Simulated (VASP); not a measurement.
A run of VASP 6.6.1:

Contents of INCAR:

```
  ALGO = Normal
  EDIFF = 1E-6
  ENCUT = 520
  GGA = PE
  ISIF = 2
  ISMEAR = -1
  LASPH = T
  LCHARG = F
  LREAL = F
  LWAVE = F
  NBANDS = 11
  NELM = 100
  PREC = Accurate
  SIGMA = 0.02
```

KPOINTS

```
k-points
0
Gamma
  20 20 20
```

Contents of POSCAR:

```
Pt
1.0
    0.0000000000      2.1536900000      1.9579000000
    2.1536900000      0.0000000000      1.9579000000
    2.1536900000      2.1536900000      0.0000000000
Pt
1
Direct
    0.0000000000      0.0000000000      0.0000000000
```

Potentials or basis: VASP PAW PBE potentials, release 64 (Pt).

Run with:

```bash
$ cat potpaw_PBE.64/Pt/POTCAR > POTCAR
$ mpirun -np 1 vasp_std > vasp.out
```

Hardware: 1 thread of Intel(R) Xeon(R) Platinum 8488C (Sapphire Rapids), on a shared host.

**Question.** How long does it take, and how much memory?

**Answer.** It took 68 s on 1 thread of Intel(R) Xeon(R) Platinum 8488C (Sapphire Rapids) (shared host), peak memory 0.25 GiB. Counts: scf iterations 11, k points 641.
